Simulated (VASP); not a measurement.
Runs of VASP 6.6.1 on Se. The structure is that of space group I4_1/amd (No. 141), or close to it. The cells are those of the table. 

```tsv
cell	gap on the mesh (eV)	pressure (GPa)
a = 4.594, b = 4.594, c = 4.160 Å, angles 63.1, 63.1, 53.8°, 2 atoms	none	(a)
a = 4.823, b = 4.823, c = 3.938 Å, angles 65.9, 65.9, 48.2°, 2 atoms	none	-2.6
a = 4.367, b = 4.367, c = 4.545 Å, angles 58.6, 58.6, 62.7°, 2 atoms	none	1.4
a = 4.330, b = 4.330, c = 4.666 Å, angles 57.4, 57.4, 65.2°, 2 atoms	none	(b)
a = 4.306, b = 4.306, c = 4.802 Å, angles 56.1, 56.1, 67.8°, 2 atoms	none	-0.3
```

Alike in all rows: task single point; level PBE; potentials or basis VASP PAW PBE potentials, release 64 (Se); no spin polarisation; k mesh 14 × 14 × 14; cutoff (eV) 520; smearing gaussian 0.15 eV.

Q: Estimate the missing entries.

A: (a) 0.5; (b) 0.8.

A k mesh can miss the band edges, and the runs leave out spin-orbit coupling on Se.

A gap of «none» marks levels without a gap at the run's occupations.
